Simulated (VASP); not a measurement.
A run of VASP 6.6.1:

The input INCAR:

```
SYSTEM = MgB
  ALGO = Normal
  EDIFF = 1E-6
  ENCUT = 600
  GGA = PE
  GGA_COMPAT = .FALSE.
  ISIF = 2
  ISMEAR = 0
  LASPH = .TRUE.
  LCHARG = .FALSE.
  LREAL = .FALSE.
  LWAVE = .FALSE.
  NBANDS = 13
  NELM = 120
  PREC = Accurate
  SIGMA = 0.1
```

The input KPOINTS:

```
k-points
0
G
  6 6 2
  0 0 0
```

The input POSCAR:

```
MgB
1.0
    2.9404939200      0.0000000000      0.0000000000
   -1.4702469600      2.5465424300      0.0000000000
    0.0000000000      0.0000000000      8.1291988400
Mg B
2 2
Direct
    0.3333333300      0.6666666700      0.6685959000
    0.6666666700      0.3333333300      0.3314041000
    0.6666666700      0.3333333300      0.9005270000
    0.3333333300      0.6666666700      0.0994730000
```

Potentials or basis: VASP PAW PBE potentials, release 64 (Mg, B).

The run is started by

```console
$ cat potpaw_PBE.64/Mg/POTCAR potpaw_PBE.64/B/POTCAR > POTCAR
$ mpirun -np 1 vasp_std > vasp.out
```

Hardware: 1 thread of AMD EPYC 9R45 (Zen 5), on a shared host.

Estimate the wall time of this run.

Run time: 16 s on 1 thread of AMD EPYC 9R45 (Zen 5), on a shared host, peak memory 0.16 GiB. Counts: scf iterations 12, k points 14.
